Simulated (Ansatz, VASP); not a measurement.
# Two plane-wave programs on MoS2

File POSCAR:

```
MoS2
1.0
    3.1845928805      0.0000000000      0.0000000000
   -1.5922964402      2.7579383352      0.0000000000
    0.0000000000      0.0000000000     12.9639414742
Mo S
2 4
Direct
    0.3333333333      0.6666666667      0.2500000000
    0.6666666667      0.3333333333      0.7500000000
    0.3333333333      0.6666666667      0.6302475851
    0.6666666667      0.3333333333      0.1302475851
    0.3333333333      0.6666666667      0.8759233777
    0.6666666667      0.3333333333      0.3697524149
```

INCAR.step1

```
PREC = Accurate
ENCUT = 520
ISMEAR = 0
SIGMA = 0.05
LREAL = False
LASPH = True
NELM = 150
ISPIN = 2
MAGMOM = 0.05 0.05 0 0 0 0
LMAXMIX = 4
NBANDS = 39
GGA = PE
ALGO = Normal
EDIFF = 1E-4
LWAVE = True
LCHARG = False
```

Contents of INCAR.step2:

```
PREC = Accurate
ENCUT = 520
EDIFF = 1E-6
ISMEAR = 0
SIGMA = 0.05
LREAL = False
LASPH = True
NELM = 150
ALGO = Normal
ISIF = 2
LWAVE = False
LCHARG = False
ISPIN = 2
MAGMOM = 0.05 0.05 0 0 0 0
LORBIT = 11
LMAXMIX = 4
METAGGA = R2SCAN
LMIXTAU = True
NBANDS = 39
ISTART = 1
```

File KPOINTS:

```
Automatic mesh
0
Gamma
  8 8 2
```

Input for Ansatz:

```yaml
crystal:
  lattice:
    - [3.1845928805, 0.0, 0.0]
    - [-1.5922964402, 2.7579383352, 0.0]
    - [0.0, 0.0, 12.9639414742]
  atoms:
    - { symbol: Mo, position: [0.3333333333, 0.6666666667, 0.25], spin: 0.05 }
    - { symbol: Mo, position: [0.6666666667, 0.3333333333, 0.75], spin: 0.05 }
    - { symbol: S, position: [0.3333333333, 0.6666666667, 0.6302475851] }
    - { symbol: S, position: [0.6666666667, 0.3333333333, 0.1302475851] }
    - { symbol: S, position: [0.3333333333, 0.6666666667, 0.8759233777] }
    - { symbol: S, position: [0.6666666667, 0.3333333333, 0.3697524149] }
basis:
  ecutwfc: 500
  ecutrho_ratio: 4
kpoints:
  mp_grid: { grid: [8, 8, 2] }
hamiltonian:
  xc: r2scan
scf:
  occupations: { method: gaussian, width: 0.05 }
output:
  forces: true
  stress: true
  eigenvalues: true
  populations: true
  write_density: true
  write_potential: true
  elf: true
  volumetric_format: npy
magnetization:
  spin_polarized: true
checkpoint:
  read: start.run
  write: ck
  compress: false
  write_wavefunctions: false
  write_every: 100000
```

Alike in both runs: task single point; functional r2SCAN; k mesh 8 × 8 × 2; occupations gaussian, width 0.05 eV; collinear spin.

```csv
,VASP,Ansatz
version,VASP 6.6.1,Ansatz 0.2.0
potentials or method,"VASP PAW PBE potentials, release 64 (Mo_sv, S), cutoff 520 eV","scalar-relativistic, plane waves, PAW"
valence electrons in the cell,52,52
```

|  | VASP | Ansatz | Ansatz less VASP |
| --- | --- | --- | --- |
| gap on the k mesh at the Fermi level (eV) | 1.31 | 1.30 | -0.011 |
| least direct gap on the mesh (eV) | 2.00 | 1.99 | -0.009 |
| pressure (GPa) | -1.7 | -1.7 | -0.04 |
| traceless stress, the component that is largest in VASP (GPa) | -1.51 | -1.46 | +0.053 |
| rms of the force components (eV/Å) | 0.405 | 0.406 | +0.0012 |
| net moment per atom (μB) | 0.00 | 0.00 | 0.000 |

VASP's potentials were made for PBE, not for r2SCAN. Atom by atom the forces differ by 0.002 eV/Å (rms over components). Ansatz's warnings: seeded moment not kept, stability check not made.
